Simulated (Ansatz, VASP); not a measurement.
## SiC in VASP and in Ansatz

```
Si C
1.0
     3.08000    0.00000    0.00000
    -1.54000    2.66736    0.00000
     0.00000    0.00000    7.56000
Si C
3 3
Cartesian
  0.0000 0.0000 0.0000
  0.0000 1.7782 2.5200
  1.5400 0.8891 5.0400
  0.0000 0.0000 1.8900
  0.0000 1.7782 4.4100
  1.5400 0.8891 6.9300
```

Alike in both runs: task relaxation of cell and atoms; functional LDA; k mesh 12 × 12 × 4; no spin polarisation.

|  | VASP | Ansatz |
| --- | --- | --- |
| version | VASP 6.6.1 | Ansatz 0.2.0 |
| potentials or method | VASP PAW LDA potentials, release 64 (Si, C), cutoff 600 eV | scalar-relativistic, plane waves, PAW |
| occupations | gaussian, width 0.01 eV | fixed |
| valence electrons in the cell | 24 | 24 |

VASP gave:

| Quantity | Value |
| --- | --- |
| gap on the k mesh at the Fermi level, each at its own relaxed structure (eV) | 1.29 |
| relaxed volume (Å³/atom) | 10.15 |

Which values does Ansatz return?

gap on the k mesh at the Fermi level, each at its own relaxed structure (eV): 1.30; relaxed volume (Å³/atom): 10.14.

LDA's correlation is that of Perdew and Zunger in VASP and of Perdew and Wang (1992) in Ansatz.
